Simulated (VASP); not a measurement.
Write the native input for VASP 6.6.1 that does the following.

- Task: single point
- Functional: LDA
- Potentials or basis: VASP PAW LDA potentials, release 64 (Ag, Cl)
- Cutoff: 520 eV
- k mesh: 8 × 8 × 8
- Occupations: fermi-dirac, width 0.05 eV
- Spin: no spin polarisation
- Dipole correction: no
- Further INCAR settings: ALGO = Normal; EDIFF = 1e-06; NBANDS = 16

The structure of AgCl lies in POSCAR:

```
AgCl
1.0
    0.0000000000      2.6791680073      2.6791680073
    2.6791680073      0.0000000000      2.6791680073
    2.6791680073      2.6791680073      0.0000000000
Ag Cl
1 1
Direct
    0.0000000000      0.0000000000      0.0000000000
    0.5000000000      0.5000000000      0.5000000000
```

These files were run (other wordings do the same):

INCAR

```
PREC = Accurate
ENCUT = 520
EDIFF = 1E-6
ISMEAR = -1
SIGMA = 0.05
LREAL = False
LASPH = True
NELM = 80
ALGO = Normal
ISIF = 2
LWAVE = False
LCHARG = False
GGA = CA
NBANDS = 16
```

KPOINTS

```
Automatic mesh
0
Gamma
  8 8 8
```

Potentials or basis: VASP PAW LDA potentials, release 64 (Ag, Cl).

The run is started by

```bash
$ cat potpaw_LDA.64/Ag/POTCAR potpaw_LDA.64/Cl/POTCAR > POTCAR
$ mpirun -np 1 vasp_std > vasp.out
```

Results of the run:

The pressure is -0.1 GPa and the band gap on the k mesh is 0.65 eV (least direct gap 3.36 eV).

Wall time 15 s on 1 thread of Intel Xeon 8259CL (shared host), peak memory 0.15 GiB.
